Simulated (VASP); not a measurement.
Crystal: K.

```xyz
3
Lattice="1.8141 1.0473 8.8778 -1.8141 1.0473 8.8778 0.0000 -2.0947 8.8778" Properties=species:S:1:pos:R:3 pbc="T T T"
K     0.0000    0.0000    0.0000
K     0.0000    0.0000   20.7125
K     0.0000    0.0000    5.9210
```

```yaml
Program: VASP 6.6.1
Task: relaxation of cell and atoms
Functional: PBEsol
Potentials_or_basis: VASP PAW PBE potentials, release 64 (K_sv)
Cutoff: 600 eV
k_mesh: 6 × 6 × 6
Occupations: gaussian, width 0.1 eV
Spin: no spin polarisation
```

At the start: pressure 10.8 GPa; volume 33.73 Å³/atom.

Problem. Where does the relaxation end?

Solution. Over 6 steps the energy falls by 710.6 meV/atom and the volume is 70.66 Å³/atom (+109.4 %); space group R-3m (No. 166, to 0.1 Å) before and after.

Step by step:
```csv
step,energy change (eV),largest force (eV/Å),pressure (GPa),volume (Å³)
1,0.0000,0.0090,10.81,101.20
2,-1.5331,0.0036,3.62,138.35
3,-2.0303,0.0019,1.03,175.94
4,-1.9930,0.0005,-0.64,270.37
5,-2.1276,0.0010,-0.15,221.04
6,-2.1319,0.0012,0.00,211.97
```

Final structure:
```cif
data_structure
_symmetry_space_group_name_H-M 'P 1'
_symmetry_Int_Tables_number 1
_cell_length_a 11.6140
_cell_length_b 11.6140
_cell_length_c 11.6140
_cell_angle_alpha 23.118
_cell_angle_beta 23.118
_cell_angle_gamma 23.118
_cell_volume 211.97
loop_
_atom_site_label
_atom_site_type_symbol
_atom_site_fract_x
_atom_site_fract_y
_atom_site_fract_z
_atom_site_occupancy
K1 K 0.00000 0.00000 0.00000 1
K2 K 0.77773 0.77773 0.77773 1
K3 K 0.22227 0.22227 0.22227 1
```

Caveat: the volume moved by over 15 % at a fixed basis, so the end points are rough; the PAW data sets were made with another functional, which shifts forces and pressure a little.
